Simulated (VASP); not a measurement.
**Sc12H (a cell with a defect): single point with PBEsol**

The system is Sc12H (a cell with a defect).

```
CELL_PARAMETERS angstrom
6.62000 0.00000 0.00000
-4.96500 8.59963 0.00000
0.00000 0.00000 5.27614
ATOMIC_POSITIONS crystal
Sc 0.99830 0.00093 0.00524
Sc 0.16848 0.22363 0.50622
Sc 0.00289 0.33682 0.00160
Sc 0.16684 0.55651 0.49436
Sc 0.00076 0.66833 0.99175
Sc 0.16672 0.88926 0.49611
Sc 0.49661 0.99988 0.00102
Sc 0.66943 0.22181 0.50469
Sc 0.50140 0.33374 0.00407
Sc 0.66833 0.55678 0.49616
Sc 0.50022 0.66697 0.99816
Sc 0.66578 0.88849 0.50516
H 0.83778 0.10927 0.33236
```

- Program: VASP 6.6.1
- Task: single point
- Functional: PBEsol
- Potentials or basis: VASP PAW PBE potentials, release 64 (Sc_sv, H)
- Cutoff: 520 eV
- k mesh: 3 × 2 × 3
- Occupations: gaussian, width 0.1 eV
- Spin: no spin polarisation
- Dipole correction: no
- Further INCAR settings: ALGO = Normal; EDIFF = 1e-06; NBANDS = 78

* Pressure: -2.9 GPa
* Largest force: 0.708 eV/Å
* Band gap on the k mesh: zero (an odd number of electrons rules out a gap without spin polarisation)

Forces in eV/Å, atoms in the order of the input:
```
Sc  -0.001  0.012  0.060
Sc  -0.011 -0.006  0.068
Sc   0.002 -0.063  0.090
Sc   0.008 -0.005  0.041
Sc   0.005 -0.003  0.038
Sc  -0.006  0.012  0.044
Sc   0.044  0.020  0.079
Sc   0.007  0.002  0.060
Sc  -0.008  0.006  0.065
Sc  -0.008 -0.010  0.047
Sc  -0.009  0.009  0.051
Sc  -0.003  0.015  0.065
H   -0.019  0.012 -0.708
```

Stress tensor (GPa, compression positive):
```
-2.51  0.11  0.02
 0.11 -2.43 -0.05
 0.02 -0.05 -3.69
```

Levels at points of the mesh, in eV from the Fermi level:
```csv
k point,band 64,band 65,band 66,band 67,band 68,band 69
"(0.00, 0.00, 0.00)",-0.50,-0.47,-0.31,-0.29,-0.29,0.03
"(0.00, 0.50, 0.00)",-0.54,-0.33,-0.31,-0.29,-0.28,-0.04
```

It took 8.1 min on 1 thread of AMD EPYC 7R13 Processor (Zen 3) (shared host), peak memory 0.44 GiB.

Caveat: the k points lie up to 0.40 Å⁻¹ apart, too coarse for converged energies and pressures of a metal; the PAW data sets were made with another functional, which shifts forces and pressure a little.
